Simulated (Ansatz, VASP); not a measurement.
InP in VASP and in Ansatz

File INCAR:

```
SYSTEM = InP
PREC = Accurate
ENCUT = 520
EDIFF = 1E-6
ISMEAR = 0
SIGMA = 0.15
LREAL = .FALSE.
LASPH = .TRUE.
NELM = 80
ALGO = Normal
ISIF = 2
LWAVE = .FALSE.
LCHARG = .TRUE.
GGA = PE
LELF = .TRUE.
LVHAR = .TRUE.
NBANDS = 16
```

KPOINTS

```
regular mesh
0
G
  20 20 20
  0 0 0
```

File POSCAR:

```
InP
1.0
    0.0000000000      3.1095564692      2.1984564237
    3.1095564692      0.0000000000      2.1984564237
    3.1095564692      3.1095564692      0.0000000000
In P
1 1
Direct
    0.0000000000      0.0000000000      0.0000000000
    0.5000000000      0.5000000000      0.5000000000
```

Input for Ansatz:

```yaml
crystal:
  lattice:
    - [0.0, 3.1095564692, 2.1984564237]
    - [3.1095564692, 0.0, 2.1984564237]
    - [3.1095564692, 3.1095564692, 0.0]
  atoms:
    - { symbol: In, position: [0.0, 0.0, 0.0] }
    - { symbol: P, position: [0.5, 0.5, 0.5] }
basis:
  ecutwfc: 420
kpoints:
  mp_grid: { grid: [20, 20, 20] }
hamiltonian:
  xc: pbe
scf:
  occupations: { method: gaussian, width: 0.15 }
output:
  forces: true
  stress: true
  eigenvalues: true
```

Alike in both runs: task single point; functional PBE; k mesh 20 × 20 × 20; occupations gaussian, width 0.15 eV; no spin polarisation.

|  | VASP | Ansatz |
| --- | --- | --- |
| version | VASP 6.6.1 | Ansatz 0.2.0 |
| potentials or method | VASP PAW PBE potentials, release 64 (In_d, P), cutoff 520 eV | scalar-relativistic, plane waves, PAW |
| valence electrons in the cell | 18 | 18 |

|  | VASP | Ansatz | Ansatz less VASP |
| --- | --- | --- | --- |
| gap on the k mesh at the Fermi level (eV) | none | none | - |
| pressure (GPa) | 21.9 | 22.3 | +0.40 |
| traceless stress, the component that is largest in VASP (GPa) | 48.40 | 49.18 | +0.773 |

A gap of «none» marks a metal or a gap that the smearing closes.
